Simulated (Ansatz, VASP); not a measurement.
AlAs in VASP and in Ansatz

INCAR

```
SYSTEM = AlAs
PREC     = Accurate       ! precision mode
ENCUT    = 500            ! plane-wave cutoff, eV
EDIFF    = 1E-6           ! SCF threshold, eV
ISMEAR   = 0              ! smearing method
SIGMA    = 0.01           ! smearing width, eV
LREAL    = .FALSE.        ! projectors in reciprocal space
LASPH    = .TRUE.         ! aspherical terms in the spheres
NELM     = 120            ! most SCF steps
ALGO     = Normal         ! electronic algorithm
ISIF     = 2              ! what is computed and relaxed
LWAVE    = .FALSE.        ! write WAVECAR
LCHARG   = .FALSE.        ! write CHGCAR
GGA      = CA             ! functional
NBANDS   = 11             ! bands
GGA_COMPAT= .FALSE.
```

Contents of KPOINTS:

```
Automatic mesh
0
G
  6 6 6
  0 0 0
```

Contents of POSCAR:

```
AlAs
1.0
    4.0027900000      0.0000000000      0.0000000000
    2.0013950000      3.4665178260      0.0000000000
    2.0013950000      1.1555059420      3.2682643492
Al As
1 1
Direct
    0.0000000000      0.0000000000      0.0000000000
    0.2500000000      0.2500000000      0.2500000000
```

Input for Ansatz:

```yaml
crystal:
  lattice:
    a: 4.00279
    b: 4.00279
    c: 4.00279
    alpha: 60.0
    beta: 60.0
    gamma: 60.0
  atoms:
    - { symbol: Al, position: [0.0, 0.0, 0.0] }
    - { symbol: As, position: [0.25, 0.25, 0.25] }
kpoints:
  mp_grid:
    grid: [6, 6, 6]
hamiltonian:
  xc: lda
  pseudopotentials:
    kind: paw
scf:
  occupations:
    method: fixed
output:
  forces: true
  stress: true
  eigenvalues: true
```

Alike in both runs: task single point; functional LDA; k mesh 6 × 6 × 6; no spin polarisation.

```csv
,VASP,Ansatz
version,VASP 6.6.1,Ansatz 0.2.0
potentials or method,"VASP PAW LDA potentials, release 64 (Al, As)","plane waves, PAW"
plane-wave cutoff (eV),500,420
occupations,"gaussian, width 0.01 eV",fixed
valence electrons in the cell,8,18
```

|  | VASP | Ansatz | Ansatz less VASP |
| --- | --- | --- | --- |
| gap on the k mesh at the Fermi level (eV) | 1.33 | 1.35 | +0.013 |
| pressure (GPa) | -0.9 | -1.2 | -0.33 |

LDA's correlation is that of Perdew and Zunger in VASP and of Perdew and Wang (1992) in Ansatz. VASP's potentials hold 8 valence electrons a cell and Ansatz's 18, so a difference there can come from the potentials and not from the codes.
